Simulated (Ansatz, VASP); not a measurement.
**BAs: VASP beside Ansatz**

The input INCAR:

```
SYSTEM = BAs
PREC = Accurate
ENCUT = 520
EDIFF = 1E-6
ISMEAR = -1
SIGMA = 0.08
LREAL = .FALSE.
LASPH = .TRUE.
NELM = 60
ALGO = Normal
ISIF = 2
LWAVE = .FALSE.
LCHARG = .TRUE.
GGA = PE
LELF = .TRUE.
LVHAR = .TRUE.
NBANDS = 11
```

The input KPOINTS:

```
Automatic mesh
0
G
  15 15 15
  0 0 0
```

POSCAR

```
BAs
1.0
    0.0000000000      2.4205839852      2.4205839852
    2.4205839852      0.0000000000      2.4205839852
    2.4205839852      2.4205839852      0.0000000000
B As
1 1
Direct
    0.0000000000      0.0000000000      0.0000000000
    0.2500000000      0.2500000000      0.2500000000
```

Input for Ansatz:

```yaml
crystal:
  lattice:
    - [0.0, 2.4205839852, 2.4205839852]
    - [2.4205839852, 0.0, 2.4205839852]
    - [2.4205839852, 2.4205839852, 0.0]
  atoms:
    - { symbol: B, position: [0.0, 0.0, 0.0] }
    - { symbol: As, position: [0.25, 0.25, 0.25] }
kpoints:
  mp_grid: { grid: [15, 15, 15] }
scf:
  occupations: { method: fermi_dirac, width: 0.08 }
hamiltonian:
  xc: pbe
  pseudopotentials: { kind: all_electron, lapw: { basis_error: 0.00025 } }
output:
  forces: true
  stress: true
  eigenvalues: true
```

Change from the starting cell: volume scaled by 1.02.

Alike in both runs: task single point; functional PBE; k mesh 15 × 15 × 15; occupations fermi-dirac, width 0.08 eV; no spin polarisation.

|  | VASP | Ansatz |
| --- | --- | --- |
| version | VASP 6.6.1 | Ansatz 0.2.0 |
| potentials or method | VASP PAW PBE potentials, release 64 (B, As), cutoff 520 eV | all-electron LAPW, scalar-relativistic |

Ansatz gave:

| Quantity | Value |
| --- | --- |
| pressure (GPa) | -2.5 |

Problem. Which values does VASP return?

Solution. Pressure (GPa): -2.0.

Ansatz ran all-electron here, and VASP with PAW potentials.
